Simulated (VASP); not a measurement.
# Ca in VASP: a series of runs

The runs below take Ca through single point, with PBEsol.

Everything below comes from runs of VASP 6.6.1. Logs are shortened: lines on timing, memory, paths and dates and some standing lists are left out, and cuts for length are marked.

## Step 1: The cell of the first run

The cell holds a wire or tube with vacuum around it, 4 atoms: a = 12.100 Å, b = 13.600 Å, c = 6.066 Å, α = 90.00°, β = 90.00°, γ = 90.00°.

## Step 2: Single point, PBEsol

Input file INCAR:

```
ALGO = Normal
EDIFF = 1E-6
ENCUT = 520
GGA = PS
ISIF = 2
ISMEAR = 0
LASPH = True
LCHARG = False
LREAL = False
LWAVE = False
NBANDS = 28
NELM = 100
PREC = Accurate
SIGMA = 0.05
```

Input file KPOINTS:

```
k-points
0
Gamma
  1 1 6
```

Input file POSCAR:

```
Ca
1.0
   12.1000000000      0.0000000000      0.0000000000
    0.0000000000     13.6000000000      0.0000000000
    0.0000000000      0.0000000000      6.0658758634
Ca
4
Direct
    0.3493812533      0.6347658443      0.5000000000
    0.3493812533      0.3652341557      0.5000000000
    0.4370495861      0.5000000000      0.0000000000
    0.6115571364      0.5000000000      0.5000000000
```

Potentials or basis: VASP PAW PBE potentials, release 64 (Ca_sv).

Command:

```
$ cat potpaw_PBE.64/Ca_sv/POTCAR > POTCAR
$ mpirun -np 1 vasp_std > vasp.out
```

OUTCAR:

```text
EDIFF = 1E-6
   ENCUT = 520
   GGA = PS
   ISIF = 2
   ISMEAR = 0
   LASPH = True
   LREAL = False
   NELM = 100
   PREC = Accurate

 ion  position               nearest neighbor table
   1  0.349  0.635  0.500-
   2  0.349  0.365  0.500-
   3  0.437  0.500  0.000-
   4  0.612  0.500  0.500-

  LATTYP: Found a simple orthorhombic cell.
 ALAT       =     6.0658758634
 B/A-ratio  =     1.9947655166
 C/A-ratio  =     2.2420504979

  Lattice vectors:

 A1 = (   0.0000000000,   0.0000000000,   6.0658758634)
 A2 = (  12.1000000000,   0.0000000000,   0.0000000000)
 A3 = (   0.0000000000,  13.6000000000,   0.0000000000)

Analysis of symmetry for initial positions (statically):
=====================================================================
 Subroutine PRICEL returns:
 Original cell was already a primitive cell.

 Routine SETGRP: Setting up the symmetry group for a
 simple orthorhombic supercell.

 Subroutine GETGRP returns: Found  4 space group operations
 (whereof  4 operations were pure point group operations)
 out of a pool of  8 trial point group operations.

The static configuration has the point symmetry C_2v.

Analysis of symmetry for dynamics (positions and initial velocities):
=====================================================================
 Subroutine PRICEL returns:
 Original cell was already a primitive cell.

 Routine SETGRP: Setting up the symmetry group for a
 simple orthorhombic supercell.

 Subroutine GETGRP returns: Found  4 space group operations
 (whereof  4 operations were pure point group operations)
 out of a pool of  8 trial point group operations.

The dynamic configuration has the point symmetry C_2v.

 Subroutine INISYM returns: Found  4 space group operations
 (whereof  4 operations are pure point group operations),
 and found     1 'primitive' translations

----------------------------------------------------------------------------------------

                                     Primitive cell

  volume of cell :     998.2005

  direct lattice vectors                    reciprocal lattice vectors
    12.100000000  0.000000000  0.000000000     0.082644628  0.000000000  0.000000000
     0.000000000 13.600000000  0.000000000     0.000000000  0.073529412  0.000000000
     0.000000000  0.000000000  6.065875863     0.000000000  0.000000000  0.164856654

  length of vectors
    12.100000000 13.600000000  6.065875863     0.082644628  0.073529412  0.164856654

  position of ions in fractional coordinates (direct lattice)
     0.349381253  0.634765844  0.500000000
     0.349381253  0.365234156  0.500000000
     0.437049586  0.500000000  0.000000000
     0.611557136  0.500000000  0.500000000

  ion indices of the primitive-cell ions
   primitive index   ion index
                 1           1
                 2           2
                 3           3
                 4           4

----------------------------------------------------------------------------------------

 KPOINTS: k-points

Automatic generation of k-mesh.
 Grid dimensions read from file:
 generate k-points for:    1    1    6

 Generating k-lattice:

  Cartesian coordinates                     Fractional coordinates (reciprocal lattice)
     0.082644628  0.000000000  0.000000000     1.000000000  0.000000000  0.000000000
     0.000000000  0.073529412  0.000000000     0.000000000  1.000000000  0.000000000
     0.000000000  0.000000000  0.027476109     0.000000000  0.000000000  0.166666667

  Length of vectors
     0.082644628  0.073529412  0.027476109

  Shift w.r.t. Gamma in fractional coordinates (k-lattice)
     0.000000000  0.000000000  0.000000000

 Subroutine IBZKPT returns following result:
 ===========================================

 Found      4 irreducible k-points:

 Following reciprocal coordinates:
            Coordinates               Weight
  0.000000  0.000000  0.000000      1.000000
  0.000000  0.000000  0.166667      2.000000
  0.000000  0.000000  0.333333      2.000000
  0.000000  0.000000  0.500000      1.000000
   k-points           NKPTS =      4   k-points in BZ     NKDIM =      4   number of bands    NBANDS=     28
   number of dos      NEDOS =    301   number of ions     NIONS =      4
   total plane-waves  NPLWV = 466560
   dimension x,y,z NGX =    90 NGY =  108 NGZ =   48
   dimension x,y,z NGXF=   180 NGYF=  216 NGZF=   96
   ions per type =               4
   NGX,Y,Z   is equivalent  to a cutoff of  12.37, 13.20, 13.16 a.u.
   NGXF,Y,Z  is equivalent  to a cutoff of  24.73, 26.40, 26.31 a.u.
 SYSTEM =  unknown system
   PREC   = accura    normal or accurate (medium, high low for compatibility)
   ISTART =      0    job   : 0-new  1-cont  2-samecut
   ICHARG =      2    charge: 1-file 2-atom 10-const
   ISPIN  =      1    spin polarized calculation?
   LNONCOLLINEAR =      F non collinear calculations
   LSORBIT =      F    spin-orbit coupling
   LASPH  =      T    aspherical Exc in radial PAW
   ENCUT  =  520.0 eV  38.22 Ry    6.18 a.u.  22.50 25.29 11.28*2*pi/ulx,y,z
   NELM   =    100;   NELMIN=  2; NELMDL= -5     # of ELM steps
   EDIFF  = 0.1E-05   stopping-criterion for ELM
   LREAL  =      F    real-space projection
   EDIFFG = 0.1E-04   stopping-criterion for IOM
   NSW    =      0    number of steps for IOM
   IBRION =     -1    ionic relax: 0-MD 1-quasi-New 2-CG
   NFREE  =      0    steps in history (QN), initial steepest desc. (CG)
   ISIF   =      2    stress and relaxation
   ISYM   =      2    0-nonsym 1-usesym 2-fastsym
   POTIM  = 0.5000    time-step for ionic-motion
   TEBEG  =    0.0;   TEEND  =   0.0 temperature during run
   PSTRESS=    0.0 pullay stress
   NELECT =      40.0000    total number of electrons
   NUPDOWN=      -1.0000    fix difference up-down
   EMIN   =  10.00;   EMAX   =-10.00  energy-range for DOS
   EFERMI =   0.00;   METHOD = LEGACY
   ISMEAR =     0;   SIGMA  =   0.05  broadening in eV -4-tet -1-fermi 0-gaus
   EFERMI_NEDOS =   21; number of points for ismear=-14 and -15
   IALGO  =     38    algorithm
   IMIX   =      4    mixing-type and parameters
     AMIX     =   0.40;   BMIX     =  1.00
     AMIX_MAG =   1.60;   BMIX_MAG =  1.00
  volume/ion in A,a.u.               =     249.55      1684.05
  Fermi-wavevector in a.u.,A,eV,Ry     =   0.560216  1.058655  4.270080  0.313842
  Thomas-Fermi vector in A             =   1.595996
   LORBIT       =      0    0 simple, 1 ext, 2 COOP (PROOUT), +10 PAW based schemes
   GGA     = PS    functional components
   LHFCALC =     F    Hartree Fock is set to
   AEXX    =    0.0000 exact exchange contribution
   IVDW    =     0    specifies the selected vdW correction
   LEPSILON=     F    determine dielectric tensor
   LRPA    =     F    only Hartree local field effects (RPA)
 non-spin polarized calculation
 Gauss-broadening in eV      SIGMA  =   0.05
  energy-cutoff  :      520.00
  volume of cell :      998.20
 maximum number of plane-waves:     26934
 NGX is ok and might be reduce to    90
   NGX = 45   NGY = 51   NGZ = 23

 number of electron      39.9999994 magnetization

 Free energy of the ion-electron system (eV)
  ---------------------------------------------------
  ext. energy  EPLUGINS =         0.00000000
  ---------------------------------------------------
  free energy    TOTEN  =        -4.18864778 eV

  energy without entropy =       -4.18710661  energy(sigma->0) =       -4.18787719

 E-fermi :  -1.6612     XC(G=0):  -2.5404

 val. band max:       -1.7294186314   @ k =   0.0000   0.0000   0.0000
 cond. band min:      -1.5829154728   @ k =   0.0000   0.0000   0.1667
 fundamental gap:      0.1465031586
 Fermi energy:        -1.6611946114

 k-point     1 :       0.0000    0.0000    0.0000
  band No.  band energies     occupation
      1     -44.5639      2.00000
      2     -44.5568      2.00000
      3     -44.5555      2.00000
      4     -44.0250      2.00000
      5     -25.6650      2.00000
      6     -25.6637      2.00000
      7     -25.6290      2.00000
      8     -25.6185      2.00000
      9     -25.6142      2.00000
     10     -25.5969      2.00000
     11     -25.5967      2.00000
     12     -25.5402      2.00000
     13     -25.5381      2.00000
     14     -25.1269      2.00000
     15     -25.1241      2.00000
     16     -24.9914      2.00000
     17      -4.5539      2.00000
     18      -2.6765      2.00000
     19      -2.6625      2.00000
     20      -1.7294      1.94635
     21      -1.4147      0.00000
     22      -1.2225      0.00000
     23      -1.1902      0.00000
     24      -1.1599      0.00000
     25      -0.9617      0.00000
     26      -0.9593      0.00000
     27      -0.5806      0.00000
     28      -0.5574      0.00000

 k-point     2 :       0.0000    0.0000    0.1667
  band No.  band energies     occupation
      1     -44.5639      2.00000
      2     -44.5568      2.00000
      3     -44.5555      2.00000
      4     -44.0250      2.00000
      5     -25.6649      2.00000
      6     -25.6636      2.00000
      7     -25.6290      2.00000
      8     -25.6205      2.00000
      9     -25.6117      2.00000
     10     -25.5977      2.00000
     11     -25.5975      2.00000
     12     -25.5400      2.00000
     13     -25.5379      2.00000
     14     -25.1263      2.00000
     15     -25.1235      2.00000
     16     -24.9921      2.00000
     17      -4.4314      2.00000
     18      -2.5945      2.00000
     19      -2.5811      2.00000
     20      -1.9828      2.00000
     21      -1.5829      0.02682
     22      -1.1480      0.00000
     23      -1.1085      0.00000
     24      -1.0325      0.00000
     25      -1.0288      0.00000
     26      -0.9303      0.00000
     27      -0.5527      0.00000
     28      -0.4997      0.00000

 k-point     3 :       0.0000    0.0000    0.3333
  band No.  band energies     occupation
      1     -44.5639      2.00000
      2     -44.5568      2.00000
      3     -44.5555      2.00000
      4     -44.0251      2.00000
      5     -25.6648      2.00000
      6     -25.6635      2.00000
      7     -25.6290      2.00000
      8     -25.6225      2.00000
      9     -25.6086      2.00000
     10     -25.5993      2.00000
     11     -25.5990      2.00000
     12     -25.5396      2.00000
     13     -25.5375      2.00000
     14     -25.1252      2.00000
     15     -25.1224      2.00000
     16     -24.9935      2.00000
     17      -4.0825      2.00000
     18      -2.6838      2.00000
     19      -2.3852      2.00000
     20      -2.3738      2.00000
     21      -1.3964      0.00000
     22      -1.2356      0.00000
     23      -1.2314      0.00000
     24      -0.9683      0.00000
     25      -0.9444      0.00000
     26      -0.8588      0.00000
     27      -0.4258      0.00000
     28      -0.4072      0.00000

 k-point     4 :       0.0000    0.0000    0.5000
  band No.  band energies     occupation
      1     -44.5638      2.00000
      2     -44.5568      2.00000
      3     -44.5555      2.00000
      4     -44.0251      2.00000
      5     -25.6647      2.00000
      6     -25.6635      2.00000
      7     -25.6290      2.00000
      8     -25.6232      2.00000
      9     -25.6074      2.00000
     10     -25.6001      2.00000
     11     -25.5998      2.00000
     12     -25.5394      2.00000
     13     -25.5373      2.00000
     14     -25.1247      2.00000
     15     -25.1219      2.00000
     16     -24.9942      2.00000
     17      -3.7094      2.00000
     18      -3.1982      2.00000
     19      -2.2338      2.00000
     20      -2.2247      2.00000
     21      -1.3842      0.00000
     22      -1.3761      0.00000
     23      -1.1671      0.00000
     24      -1.0379      0.00000
     25      -0.8090      0.00000
     26      -0.8012      0.00000
     27      -0.4880      0.00000
     28      -0.4829      0.00000

------------------------ aborting loop because EDIFF is reached ----------------------------------------

  FORCE on cell =-STRESS in cart. coord.  units (eV):
  Direction    XX          YY          ZZ          XY          YZ          ZX
  --------------------------------------------------------------------------------------
  -------------------------------------------------------------------------------------
  Total        0.1707123      0.0363667     -0.0447527      0.0000000      0.0000000      0.0000000
  in kB        0.2740045      0.0583710     -0.0718310      0.0000000      0.0000000      0.0000000
  external PRESSURE =       0.0868482 kB  Pullay stress =       0.0000000 kB

 VOLUME and BASIS-vectors are now :
 -----------------------------------------------------------------------------
  energy-cutoff  :      520.00
  volume of cell :      998.20
      direct lattice vectors                 reciprocal lattice vectors
    12.100000000  0.000000000  0.000000000     0.082644628  0.000000000  0.000000000
     0.000000000 13.600000000  0.000000000     0.000000000  0.073529412  0.000000000
     0.000000000  0.000000000  6.065875863     0.000000000  0.000000000  0.164856654

 POSITION                                       TOTAL-FORCE (eV/Angst)
 -----------------------------------------------------------------------------------
      4.22751      8.63282      3.03294        -0.000815      0.001106      0.000000
      4.22751      4.96718      3.03294        -0.000815     -0.001106     -0.000000
      5.28830      6.80000      0.00000        -0.001922      0.000000     -0.000000
      7.39984      6.80000      3.03294         0.003553      0.000000     -0.000000
 -----------------------------------------------------------------------------------
    total drift:                                0.000219      0.000000     -0.000000

  FREE ENERGIE OF THE ION-ELECTRON SYSTEM (eV)
  ---------------------------------------------------
  free  energy   TOTEN  =        -4.1886477787 eV

  energy  without entropy=       -4.1871066113  energy(sigma->0) =       -4.18787719
```

It took 7.2 min on 1 thread of Oxide Virtual Turin-like, shared host; peak memory 0.83 GiB.

Results:

```
Free energy   : -4.1886 eV
Largest force : 0.004 eV/Å
```

Forces in eV/Å, atoms in the order of the input:
```
Ca  -0.001  0.001  0.000
Ca  -0.001 -0.001  0.000
Ca  -0.002  0.000  0.000
Ca   0.004  0.000  0.000
```

Caveat: the PAW data sets were made with another functional, which shifts forces and pressure a little.

## Step 3: Single point, PBEsol

This run uses another cell than the first one.

Input file INCAR:

```
SYSTEM = Ca
PREC = Accurate ; ENCUT = 520
EDIFF = 1E-6 ; ISMEAR = 0
SIGMA = 0.05 ; LREAL = .FALSE.
LASPH = .TRUE. ; NELM = 60
ALGO = Normal ; ISIF = 2
LWAVE = .FALSE. ; LCHARG = .TRUE.
GGA = PS ; LELF = .TRUE.
LVHAR = .TRUE. ; NBANDS = 28
```

Input file KPOINTS:

```
Automatic mesh
0
G
  1 1 6
  0 0 0
```

Input file POSCAR:

```
Ca
1.0
   12.1000000000      0.0000000000      0.0000000000
    0.0000000000     13.6000000000      0.0000000000
    0.0000000000      0.0000000000      6.1136646515
Ca
4
Direct
    0.3736846146      0.6589343284      0.5000000000
    0.3736846146      0.3410656716      0.5000000000
    0.3736846146      0.5000000000      0.0000000000
    0.6263153854      0.5000000000      0.5000000000
```

Potentials or basis: VASP PAW PBE potentials, release 64 (Ca_sv).

Command:

```
$ cat potpaw_PBE.64/Ca_sv/POTCAR > POTCAR
$ mpirun -np 1 vasp_std > vasp.out
```

OUTCAR:

```text
SYSTEM = Ca
   PREC = Accurate
   ENCUT = 520
   EDIFF = 1E-6
   ISMEAR = 0
   LREAL = .FALSE.
   LASPH = .TRUE.
   NELM = 60
   ISIF = 2
   GGA = PS

 ion  position               nearest neighbor table
   1  0.374  0.659  0.500-
   2  0.374  0.341  0.500-
   3  0.374  0.500  0.000-
   4  0.626  0.500  0.500-

  LATTYP: Found a simple orthorhombic cell.
 ALAT       =     6.1136646515
 B/A-ratio  =     1.9791729985
 C/A-ratio  =     2.2245250231

  Lattice vectors:

 A1 = (   0.0000000000,   0.0000000000,   6.1136646515)
 A2 = (  12.1000000000,   0.0000000000,   0.0000000000)
 A3 = (   0.0000000000,  13.6000000000,   0.0000000000)

Analysis of symmetry for initial positions (statically):
=====================================================================
 Subroutine PRICEL returns:
 Original cell was already a primitive cell.

 Routine SETGRP: Setting up the symmetry group for a
 simple orthorhombic supercell.

 Subroutine GETGRP returns: Found  4 space group operations
[... 145 lines left out ...]
  free energy    TOTEN  =        -3.81240484 eV

  energy without entropy =       -3.80892802  energy(sigma->0) =       -3.81066643

 E-fermi :  -1.6127     XC(G=0):  -2.6286

 val. band max:       -1.6644019574   @ k =   0.0000   0.0000   0.0000
 cond. band min:      -1.5490874535   @ k =   0.0000   0.0000   0.1667
 fundamental gap:      0.1153145039
 Fermi energy:        -1.6127190810

 k-point     1 :       0.0000    0.0000    0.0000
  band No.  band energies     occupation
      1     -44.8891      2.00000
      2     -44.7769      2.00000
      3     -44.7764      2.00000
      4     -44.3437      2.00000
      5     -25.9534      2.00000
      6     -25.9155      2.00000
[... 113 lines left out ...]
     27      -0.7234      0.00000
     28      -0.5650      0.00000

------------------------ aborting loop because EDIFF is reached ----------------------------------------

  FORCE on cell =-STRESS in cart. coord.  units (eV):
  Direction    XX          YY          ZZ          XY          YZ          ZX
  --------------------------------------------------------------------------------------
  -------------------------------------------------------------------------------------
  Total       -1.0690157     -1.4496753     -1.5604219      0.0000000      0.0000000      0.0000000
  in kB       -1.7024281     -2.3086358     -2.4850020      0.0000000      0.0000000      0.0000000
  external PRESSURE =      -2.1653553 kB  Pullay stress =       0.0000000 kB

 VOLUME and BASIS-vectors are now :
 -----------------------------------------------------------------------------
  energy-cutoff  :      520.00
  volume of cell :     1006.06
      direct lattice vectors                 reciprocal lattice vectors
    12.100000000  0.000000000  0.000000000     0.082644628  0.000000000  0.000000000
     0.000000000 13.600000000  0.000000000     0.000000000  0.073529412  0.000000000
     0.000000000  0.000000000  6.113664651     0.000000000  0.000000000  0.163568016

 POSITION                                       TOTAL-FORCE (eV/Angst)
 -----------------------------------------------------------------------------------
      4.52158      8.96151      3.05683         0.017993     -0.344844      0.000000
      4.52158      4.63849      3.05683         0.017993      0.344844      0.000000
      4.52158      6.80000      0.00000         0.384528      0.000000      0.000000
      7.57842      6.80000      3.05683        -0.420514      0.000000      0.000000
 -----------------------------------------------------------------------------------
    total drift:                               -0.000263      0.000000      0.000000

  FREE ENERGIE OF THE ION-ELECTRON SYSTEM (eV)
  ---------------------------------------------------
  free  energy   TOTEN  =        -3.8124048402 eV

  energy  without entropy=       -3.8089280236  energy(sigma->0) =       -3.81066643
```

Run time: 6.6 min. Hardware: 1 thread of Oxide Virtual Turin-like, shared host; peak memory 0.79 GiB.

What came out:

* Free energy: -3.8124 eV
* Largest force: 0.421 eV/Å

Forces in eV/Å, atoms in the order of the input:
```
Ca   0.018 -0.345  0.000
Ca   0.018  0.345  0.000
Ca   0.385  0.000  0.000
Ca  -0.421  0.000  0.000
```

Caveat: the PAW data sets were made with another functional, which shifts forces and pressure a little.
